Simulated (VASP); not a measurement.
Set up this calculation in VASP 6.6.1, as the native input.

| Item | Value |
| --- | --- |
| Task | single point |
| Functional | PBEsol |
| Potentials or basis | VASP PAW PBE potentials, release 64 (Ti_sv, Al) |
| Cutoff | 400 eV |
| k mesh | 3 × 3 × 1 |
| Occupations | methfessel-paxton, width 0.15 eV |
| Spin | no spin polarisation |
| Dipole correction | no |
| Further INCAR settings | ALGO = Normal; EDIFF = 1e-06; NBANDS = 49 |

The structure of Ti3Al lies in POSCAR:

```
Ti3Al
1.0
    2.9275420000      0.0000000000      0.0000000000
   -2.9275420000      5.0706514853      0.0000000000
    0.0000000000      0.0000000000      9.2263620000
Ti Al
6 2
Direct
    0.6199303154      0.1483302495      0.0051108985
    0.3741437877      0.3383711156      0.7524558434
    0.3364274683      0.3248795554      0.2412023287
    0.6506938638      0.6612426450      0.0069646086
    0.3454383107      0.8408286415      0.7440664045
    0.3564824219      0.8423306181      0.2512010693
    0.6272579686      0.1697495879      0.5024577401
    0.6768924416      0.6825381334      0.4957663703
```

These files were run (other wordings do the same):

INCAR

```
  ALGO = Normal
  EDIFF = 1E-6
  ENCUT = 400
  GGA = PS
  GGA_COMPAT = False
  ISIF = 2
  ISMEAR = 1
  LASPH = True
  LCHARG = True
  LELF = True
  LREAL = False
  LVHAR = True
  LWAVE = False
  NBANDS = 49
  NELM = 120
  PREC = Accurate
  SIGMA = 0.15
```

KPOINTS

```
k-points
0
Gamma
  3 3 1
```

Potentials or basis: VASP PAW PBE potentials, release 64 (Ti_sv, Al).

Launch:

```sh
$ cat potpaw_PBE.64/Ti_sv/POTCAR potpaw_PBE.64/Al/POTCAR > POTCAR
$ mpirun -np 1 vasp_std > vasp.out
```

Results of the run:

```
Pressure               : -3.9 GPa
Largest force          : 0.706 eV/Å
Band gap on the k mesh : zero (bands 39 and 40 overlap by 0.98 eV)
```

Caveat: the k points lie up to 0.72 Å⁻¹ apart, too coarse for converged energies and pressures of a metal; the PAW data sets were made with another functional, which shifts forces and pressure a little.

Run time: 48 s on 1 thread of Intel(R) Xeon(R) Platinum 8259CL CPU @ 2.50GHz (Skylake/Cascade Lake) (shared host), peak memory 0.2 GiB.
